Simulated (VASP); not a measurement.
# TaN in VASP: notebook, part 2 of 2

VASP 6.6.1. Earlier steps stand in the parts before.

### 3 Single point, PBE (shortest bond scaled by 1.05)

INCAR reads:

```
PREC = Accurate
ENCUT = 600
EDIFF = 1E-6
ISMEAR = -1
SIGMA = 0.03
LREAL = F
LASPH = T
NELM = 120
ALGO = Normal
ISIF = 2
LWAVE = F
LCHARG = T
GGA = PE
LELF = T
LVHAR = T
NBANDS = 24
GGA_COMPAT = F
```

KPOINTS reads:

```
Automatic mesh
0
Gamma
  7 7 4
```

POSCAR reads:

```
TaN
1.0
    3.0500000000      0.0000000000      0.0000000000
   -1.5250000000      2.6413774815      0.0000000000
    0.0000000000      0.0000000000      4.9400000000
Ta N
2 2
Direct
    0.3500000000      0.6750000000      0.0028750000
    0.6666666667      0.3333333333      0.5000000000
    0.3333333333      0.6666666667      0.3850000000
    0.6500000000      0.3250000000      0.8821250000
```

Potentials or basis: VASP PAW PBE potentials, release 64 (Ta_pv, N).

Launch:

```sh
cat potpaw_PBE.64/Ta_pv/POTCAR potpaw_PBE.64/N/POTCAR > POTCAR
mpirun -np 1 vasp_std > vasp.out
```

Run time: 65 s. Hardware: 1 thread of AMD EPYC 7R43 (Zen 3), shared host; peak memory 0.17 GiB.

Results (log left out):

```yaml
Free_energy: -37.6276 eV
Pressure: 141.1 GPa
Largest_force: 3.311 eV/Å
Band_gap_on_the_k_mesh: zero (bands 16 and 17 overlap by 2.54 eV)
```

Forces on the atoms (eV/Å):
```
Ta  -2.216 -1.280  2.100
Ta   0.310  0.179  1.906
N   -0.138 -0.080 -1.782
N    2.044  1.180 -2.224
```

Stress tensor (GPa, compression positive):
```
140.85 -11.21  -5.85
-11.21 153.79  -3.38
 -5.85  -3.38 128.70
```

Levels at points of the mesh, in eV from the Fermi level:
```csv
k point,band 13,band 14,band 15,band 16,band 17,band 18,band 19,band 20
"(0.00, 0.00, 0.00)",-7.61,-7.44,-0.90,-0.59,-0.28,2.07,2.64,2.88
"(0.00, 0.00, 0.50)",-8.24,-8.13,0.98,1.29,1.30,1.52,1.87,1.98
```

Caveat: the cell differs from its parent crystal (shortest bond scaled by 1.05); the cell stands under pressure; spin-orbit coupling is left out, which moves the levels of the heavy elements; forces of over 1 eV/Å act on the atoms, so gaps and moduli don't describe the material at rest.

### 4 Single point, PBE

INCAR reads:

```
PREC = Accurate ; ENCUT = 600
EDIFF = 1E-6 ; ISMEAR = -1
SIGMA = 0.03 ; LREAL = False
LASPH = True ; NELM = 120
ALGO = Normal ; ISIF = 2
LWAVE = False ; LCHARG = False
GGA = PE ; NBANDS = 24
GGA_COMPAT = False
```

KPOINTS reads:

```
regular mesh
0
Gamma
  7 7 4
```

POSCAR reads:

```
TaN
1.0
    3.0500000000      0.0000000000      0.0000000000
   -1.5250000000      2.6413774815      0.0000000000
    0.0000000000      0.0000000000      4.9400000000
Ta N
2 2
Direct
    0.3333333333      0.6666666667      0.0000000000
    0.6666666667      0.3333333333      0.5000000000
    0.3333333333      0.6666666667      0.3850000000
    0.6666666667      0.3333333333      0.8850000000
```

Launch:

```sh
cat potpaw_PBE.64/Ta_pv/POTCAR potpaw_PBE.64/N/POTCAR > POTCAR
mpirun -np 1 vasp_std > vasp.out
```

It took 17 s on 1 thread of Intel Xeon Platinum 8259CL at 2.50GHz (Skylake/Cascade Lake), shared host; peak memory 0.17 GiB.

The run converged. Its results:

| Item | Value |
| --- | --- |
| Free energy | -37.6838 eV |
| Pressure | 140.0 GPa |
| Largest force | 1.983 eV/Å |
| Band gap on the k mesh | zero (bands 16 and 17 overlap by 2.46 eV) |

Forces on the atoms (eV/Å):
```
Ta   0.000  0.000  1.983
Ta   0.000  0.000  1.983
N    0.000  0.000 -1.983
N    0.000  0.000 -1.983
```

Stress tensor (GPa, compression positive):
```
149.51   0.00   0.00
  0.00 149.51   0.00
  0.00   0.00 120.86
```

Levels at points of the mesh, in eV from the Fermi level:
| k point | band 12 | band 13 | band 14 | band 15 | band 16 | band 17 | band 18 | band 19 | band 20 | band 21 |
| --- | --- | --- | --- | --- | --- | --- | --- | --- | --- | --- |
| (0.00, 0.00, 0.00) | -7.83 | -7.83 | -7.51 | -0.77 | -0.77 | -0.29 | 2.20 | 2.73 | 2.73 | 4.62 |
| (0.00, 0.00, 0.50) | -8.41 | -8.41 | -8.41 | 1.27 | 1.27 | 1.27 | 1.27 | 1.93 | 1.93 | 6.77 |

Caveat: the cell stands under pressure; spin-orbit coupling is left out, which moves the levels of the heavy elements; forces of over 1 eV/Å act on the atoms, so gaps and moduli don't describe the material at rest.

### 5 Single point, PBE (shortest bond scaled by 1.05)

INCAR reads:

```
SYSTEM = TaN
PREC     = Accurate       ! precision mode
ENCUT    = 600            ! plane-wave cutoff, eV
EDIFF    = 1E-6           ! SCF threshold, eV
ISMEAR   = -1             ! smearing method
SIGMA    = 0.03           ! smearing width, eV
LREAL    = .False.        ! projectors in reciprocal space
LASPH    = .True.         ! aspherical terms in the spheres
NELM     = 120            ! most SCF steps
ALGO     = Normal         ! electronic algorithm
ISIF     = 2              ! what is computed and relaxed
LWAVE    = .False.        ! write WAVECAR
LCHARG   = .False.        ! write CHGCAR
GGA      = PE             ! functional
NBANDS   = 24             ! bands
GGA_COMPAT= .False.
```

KPOINTS reads:

```
regular mesh
0
Gamma
  7 7 4
  0 0 0
```

POSCAR reads:

```
TaN
1.0
    3.0500000000      0.0000000000      0.0000000000
   -1.5250000000      2.6413774815      0.0000000000
    0.0000000000      0.0000000000      4.9400000000
Ta N
2 2
Direct
    0.3500000000      0.6750000000      0.0028750000
    0.6666666667      0.3333333333      0.5000000000
    0.3333333333      0.6666666667      0.3850000000
    0.6500000000      0.3250000000      0.8821250000
```

Potentials or basis: VASP PAW PBE potentials, release 64 (Ta_pv, N).

Launch:

```sh
cat potpaw_PBE.64/Ta_pv/POTCAR potpaw_PBE.64/N/POTCAR > POTCAR
mpirun -np 1 vasp_std > vasp.out
```

OUTCAR:

```text
SYSTEM = TaN
   PREC = Accurate
   ENCUT = 600
   EDIFF = 1E-6
   ISMEAR = -1
   LREAL = .False.
   LASPH = .True.
   NELM = 120
   ISIF = 2
   GGA = PE

 ion  position               nearest neighbor table
   1  0.350  0.675  0.003-   4 1.82   4 1.82   3 1.89   4 1.94   2 3.01   2 3.01   2 3.03   2 3.03
                             2 3.05   2 3.07
   2  0.667  0.333  0.500-   3 1.85   3 1.85   3 1.85   4 1.89   1 3.01   1 3.01   1 3.03   1 3.03
                             1 3.05   1 3.07
   3  0.333  0.667  0.385-   2 1.85   2 1.85   2 1.85   1 1.89
   4  0.650  0.325  0.882-   1 1.82   1 1.82   2 1.89   1 1.94
[... 849 lines left out ...]
  --------------------------------------------------------------------------------------
  -------------------------------------------------------------------------------------
  Total       34.9860193     38.2011849     31.9695838     -2.7844151     -0.8391983     -1.4535352
  in kB     1408.4708203   1537.9072934   1287.0348448   -112.0952739    -33.7845337    -58.5165718
  external PRESSURE =    1411.1376528 kB  Pullay stress =       0.0000000 kB

 VOLUME and BASIS-vectors are now :
 -----------------------------------------------------------------------------
  energy-cutoff  :      600.00
  volume of cell :       39.80
      direct lattice vectors                 reciprocal lattice vectors
     3.050000000  0.000000000  0.000000000     0.327868852  0.189295170  0.000000000
    -1.525000000  2.641377482  0.000000000     0.000000000  0.378590340  0.000000000
     0.000000000  0.000000000  4.940000000     0.000000000  0.000000000  0.202429150

 POSITION                                       TOTAL-FORCE (eV/Angst)
 -----------------------------------------------------------------------------------
      0.03813      1.78293      0.01420        -2.216290     -1.279576      2.100103
      1.52500      0.88046      2.47000         0.310405      0.179213      1.905934
     -0.00000      1.76092      1.90190        -0.137851     -0.079588     -1.781963
      1.48687      0.85845      4.35770         2.043736      1.179951     -2.224074
 -----------------------------------------------------------------------------------
    total drift:                               -0.000413     -0.000239      0.000705

  FREE ENERGIE OF THE ION-ELECTRON SYSTEM (eV)
  ---------------------------------------------------
  free  energy   TOTEN  =       -37.6276186295 eV

  energy  without entropy=      -37.6228813252  energy(sigma->0) =      -37.62524998
```

OSZICAR:

```text
N       E                     dE             d eps       ncg     rms          rms(c)
DAV:   1     0.314588527335E+03    0.31459E+03   -0.19391E+04  2880   0.160E+03
DAV:   2    -0.286503089169E+02   -0.34324E+03   -0.32676E+03  3408   0.465E+02
DAV:   3    -0.447133830012E+02   -0.16063E+02   -0.15817E+02  3600   0.100E+02
DAV:   4    -0.448712757478E+02   -0.15789E+00   -0.15773E+00  3208   0.105E+01
DAV:   5    -0.448728197306E+02   -0.15440E-02   -0.15436E-02  3688   0.924E-01    0.600E+01
DAV:   6    -0.377223326288E+02    0.71505E+01   -0.24178E+01  3424   0.398E+01    0.252E+01
DAV:   7    -0.376658079960E+02    0.56525E-01   -0.98632E-01  3056   0.817E+00    0.138E+01
DAV:   8    -0.376329892140E+02    0.32819E-01   -0.54862E-02  3656   0.185E+00    0.183E+00
DAV:   9    -0.376275760999E+02    0.54131E-02   -0.13406E-02  3496   0.107E+00    0.183E-01
DAV:  10    -0.376276109858E+02   -0.34886E-04   -0.87993E-04  3432   0.278E-01    0.106E-01
DAV:  11    -0.376276199514E+02   -0.89656E-05   -0.89110E-05  3424   0.913E-02    0.109E-02
DAV:  12    -0.376276186436E+02    0.13078E-05   -0.78062E-06  3456   0.256E-02    0.691E-03
DAV:  13    -0.376276186295E+02    0.14024E-07   -0.94947E-07  1744   0.864E-03
   1 F= -.37627619E+02 E0= -.37625250E+02  d E =-.473730E-02
```

stdout:

```text
POSCAR found type information on POSCAR TaN
 POSCAR found :  2 types and       4 ions
 scaLAPACK will be used
 LDA part: xc-table for (Slater+PW92), standard interpolation
 POSCAR, INCAR and KPOINTS ok, starting setup
 FFT: planning ... GRIDC
 FFT: planning ... GRID_SOFT
 FFT: planning ... GRID
 WAVECAR not read
 entering main loop
```

Run time: 42 s. Hardware: 1 thread of Intel Xeon Platinum 8259CL at 2.50GHz (Skylake/Cascade Lake), shared host; peak memory 0.2 GiB.

Results:

```yaml
Free_energy: -37.6276 eV
Pressure: 141.1 GPa
Largest_force: 3.311 eV/Å
Band_gap_on_the_k_mesh: zero (bands 16 and 17 overlap by 2.54 eV)
```

Forces in eV/Å, atoms in the order of the input:
```
Ta  -2.216 -1.280  2.100
Ta   0.310  0.179  1.906
N   -0.138 -0.080 -1.782
N    2.044  1.180 -2.224
```

Stress tensor (GPa, compression positive):
```
140.85 -11.21  -5.85
-11.21 153.79  -3.38
 -5.85  -3.38 128.70
```

Caveat: the cell differs from its parent crystal (shortest bond scaled by 1.05); the cell stands under pressure; spin-orbit coupling is left out, which moves the levels of the heavy elements; forces of over 1 eV/Å act on the atoms, so gaps and moduli don't describe the material at rest.
